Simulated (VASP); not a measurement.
Crystal: HgTe.

```
Hg Te
1.0
     0.00000    3.18000    3.18000
     3.18000    0.00000    3.18000
     3.18000    3.18000    0.00000
Hg Te
1 1
Direct
  0.00000 0.00000 0.00000
  0.50000 0.50000 0.50000
```

- Program: VASP 6.6.1
- Task: relaxation of cell and atoms
- Functional: PBE
- Potentials or basis: VASP PAW PBE potentials, release 64 (Hg, Te)
- Cutoff: 600 eV
- k mesh: 7 × 7 × 7
- Occupations: fermi-dirac, width 0.05 eV
- Spin: no spin polarisation

At the start: pressure -3.6 GPa; volume 32.16 Å³/atom.

Problem. How do energy, volume and symmetry change on relaxing?

Solution. Over 3 steps the energy falls by 40.3 meV/atom and the volume is 29.00 Å³/atom (-9.8 %); space group Fm-3m (No. 225, to 0.05 Å).

The path:
| step | energy change (eV) | largest force (eV/Å) | pressure (GPa) | volume (Å³) |
| --- | --- | --- | --- | --- |
| 1 | 0.0000 | 0.0000 | -3.64 | 64.31 |
| 2 | -0.0804 | 0.0000 | 0.20 | 57.75 |
| 3 | -0.0805 | 0.0000 | 0.03 | 57.99 |

Final structure:
```xyz
2
Lattice="0.0000 3.0722 3.0722 3.0722 0.0000 3.0722 3.0722 3.0722 0.0000" Properties=species:S:1:pos:R:3 pbc="T T T"
Hg    0.0000    0.0000    0.0000
Te    3.0722    3.0722    3.0722
```
